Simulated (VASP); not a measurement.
ZnCd2Se3:

```xyz
6
Lattice="9.0198 0.0000 0.0000 -4.5099 7.8113 0.0000 0.0000 0.0000 3.0097" Properties=species:S:1:pos:R:3 pbc="T T T"
Zn    0.0000    0.0000    1.5048
Cd    0.0000    5.2076    1.5048
Cd    4.5099    2.6038    1.5048
Se    4.5099    0.0000    1.5048
Se   -2.2549    3.9057    1.5048
Se    2.2549    3.9057    1.5048
```

* Program: VASP 6.6.1
* Task: relaxation of cell and atoms
* Functional: PBE
* Potentials or basis: VASP PAW PBE potentials, release 64 (Zn, Cd, Se)
* Cutoff: 600 eV
* k mesh: 3 × 3 × 6
* Occupations: gaussian, width 0.1 eV
* Spin: no spin polarisation

At the start: pressure 0.5 GPa; volume 35.34 Å³/atom.

Question: Where does the relaxation end?

Answer: Over 10 steps the energy falls by 67.1 meV/atom and the volume is 36.48 Å³/atom (+3.2 %); space group P6/mmm (No. 191, to 0.05 Å).

Step by step:
```
step  energy change (eV)  largest force (eV/Å)  pressure (GPa)  volume (Å³)
   1              0.0000                0.0000            0.54       212.05
   2             -0.1499                0.0000           -0.26       215.58
   3             -0.2217                0.0000           -0.59       218.09
   4             -0.3791                0.0000           -0.81       222.64
   5             -0.0291                0.0000            1.43       229.76
   6             -0.3897                0.0000           -0.72       223.65
   7             -0.3905                0.0000           -0.68       223.89
   8             -0.3885                0.0000            0.50       216.81
   9             -0.3996                0.0000           -0.15       220.45
  10             -0.4025                0.0000           -0.05       218.89
```

Final structure:
```xyz
6
Lattice="9.6440 0.0000 0.0000 -4.8220 8.3519 0.0000 0.0000 0.0000 2.7175" Properties=species:S:1:pos:R:3 pbc="T T T"
Zn   -4.8220    8.3519    1.3588
Cd    0.0000    5.5680    1.3588
Cd    4.8220    2.7840    1.3588
Se    0.0000    8.3519    1.3588
Se   -2.4110    4.1760    1.3588
Se    2.4110    4.1760    1.3588
```
